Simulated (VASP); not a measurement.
Hg: relaxation of cell and atoms with PBE

The system is Hg.

```
Hg
1.0
     3.60154    0.00000    0.00000
    -1.80077    3.11903    0.00000
     0.00000    0.00000    5.57936
Hg
2
Direct
  0.66667 0.33333 0.75000
  0.33333 0.66667 0.25000
```

```
Program                : VASP 6.6.1
Task                   : relaxation of cell and atoms
Functional             : PBE
Potentials or basis    : VASP PAW PBE potentials, release 64 (Hg)
Cutoff                 : 600 eV
k mesh                 : 12 × 12 × 6
Occupations            : gaussian, width 0.02 eV
Spin                   : no spin polarisation
Dipole correction      : no
Further INCAR settings : ALGO = Normal; EDIFF = 1e-06; IBRION = 2; EDIFFG = -0.01; NSW = 100; ISIF = 3
```

```
Relaxed volume                         : 31.73 Å³/atom
Relaxed cell                           : a = 3.612 Å, b = 3.612 Å, c = 5.616 Å, α = 90.00°, β = 90.00°, γ = 120.00°
Space group after relaxing (to 0.05 Å) : P6_3/mmc (No. 194)
Energy gained by relaxing              : 0.2 meV/atom
Ionic steps                            : 3
Pressure after relaxing                : 0.0 GPa
Band gap on the k mesh                 : 0.41 eV, indirect (least direct gap 1.39 eV)
```

Step by step:
```
step  energy change (eV)  largest force (eV/Å)  pressure (GPa)  volume (Å³)
   1              0.0000                0.0000            0.11        62.67
   2             -0.0001                0.0000            0.08        62.87
   3             -0.0003                0.0000            0.01        63.46
```

Final structure:
```xyz
2
Lattice="3.6122 0.0000 0.0000 -1.8061 3.1282 0.0000 0.0000 0.0000 5.6157" Properties=species:S:1:pos:R:3 pbc="T T T"
Hg    1.8061    1.0427    4.2118
Hg    0.0000    2.0855    1.4039
```

Levels at points of the mesh, in eV from the valence-band top:
```
           k point  band 9  band 10  band 11  band 12  band 13  band 14  band 15  band 16
(0.00, 0.00, 0.00)   -5.40    -4.96    -4.96    -0.98     0.41    10.34    10.34    12.34
(0.50, 0.00, 0.00)   -4.92    -4.88    -2.01    -1.24     2.69     3.75     4.43     6.48
(0.00, 0.00, 0.50)   -5.09    -5.09    -4.71    -4.71     6.72     6.72    11.30    11.30
(0.50, 0.00, 0.50)   -4.94    -4.94    -0.99    -0.99     0.89     0.89     8.20     8.20
```

It took 84 s on 1 thread of Intel(R) Xeon(R) Platinum 8488C (Sapphire Rapids), with other jobs on the host, peak memory 0.24 GiB.

Caveat: spin-orbit coupling is left out, which moves the levels of the heavy elements. A k mesh can miss the band edges.
